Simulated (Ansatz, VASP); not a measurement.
## One calculation of K2PdC2, two programs

```
K Pd C
1.0
     5.11818    0.00000    0.00000
    -2.55909    4.43248    0.00000
     0.00000    0.00000    5.25814
K Pd C
2 1 2
Direct
  0.66667 0.33333 0.68216
  0.33333 0.66667 0.27980
  0.00000 0.00000 0.00000
  0.00000 0.00000 0.62020
  0.00000 0.00000 0.37980
```

Alike in both runs: task single point; functional LDA; k mesh 6 × 6 × 6; occupations gaussian, width 0.05 eV; no spin polarisation.

```csv
,VASP,Ansatz
version,VASP 6.6.1,Ansatz 0.2.0
potentials or method,"VASP PAW LDA potentials, release 64 (K_sv, Pd, C), cutoff 520 eV","scalar-relativistic, plane waves, PAW"
valence electrons in the cell,36,44
```

VASP gave:

| Property | Result |
| --- | --- |
| gap on the k mesh at the Fermi level (eV) | 1.35 |
| least direct gap on the mesh (eV) | 1.36 |
| pressure (GPa) | -2.6 |
| traceless stress, the component that is largest in VASP (GPa) | -1.37 |
| rms of the force components (eV/Å) | 0.169 |

**Question.** Which values does Ansatz return?

**Answer.** gap on the k mesh at the Fermi level (eV): 1.34; least direct gap on the mesh (eV): 1.36; pressure (GPa): -2.7; traceless stress, the component that is largest in VASP (GPa): -1.49; rms of the force components (eV/Å): 0.151.

LDA's correlation is that of Perdew and Zunger in VASP and of Perdew and Wang (1992) in Ansatz. Atom by atom the forces differ by 0.020 eV/Å (rms over components). VASP's potentials hold 36 valence electrons a cell and Ansatz's 44, so a difference there can come from the potentials and not from the codes.
